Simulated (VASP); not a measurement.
A run of VASP 6.6.1:

File INCAR:

```
SYSTEM = Nb
PREC = Accurate ; ENCUT = 500
EDIFF = 1E-6 ; ISMEAR = 0
SIGMA = 0.15 ; LREAL = .FALSE.
LASPH = .TRUE. ; NELM = 120
ALGO = Normal ; ISIF = 2
LWAVE = .FALSE. ; LCHARG = .TRUE.
GGA = PS ; LELF = .TRUE.
LVHAR = .TRUE. ; NBANDS = 12
GGA_COMPAT = .FALSE.
```

The input KPOINTS:

```
regular mesh
0
G
  20 20 20
  0 0 0
```

The input POSCAR:

```
Nb
1.0
    0.0000000000      2.1150000000      2.0621250000
    2.1150000000      0.0000000000      2.0621250000
    2.1150000000      2.1150000000      0.0000000000
Nb
1
Direct
    0.0000000000      0.0000000000      0.0000000000
```

Potentials or basis: VASP PAW PBE potentials, release 64 (Nb_sv).

Run with:

```bash
$ cat potpaw_PBE.64/Nb_sv/POTCAR > POTCAR
$ mpirun -np 1 vasp_std > vasp.out
```

Hardware: 1 thread of AMD EPYC 9R45 96-Core Processor (Zen 5), on a shared host.

Question: Estimate the wall time of this run.

Answer: Wall time 77 s on 1 thread of AMD EPYC 9R45 96-Core Processor (Zen 5) (shared host), peak memory 0.21 GiB. Counts: scf iterations 12, k points 641.
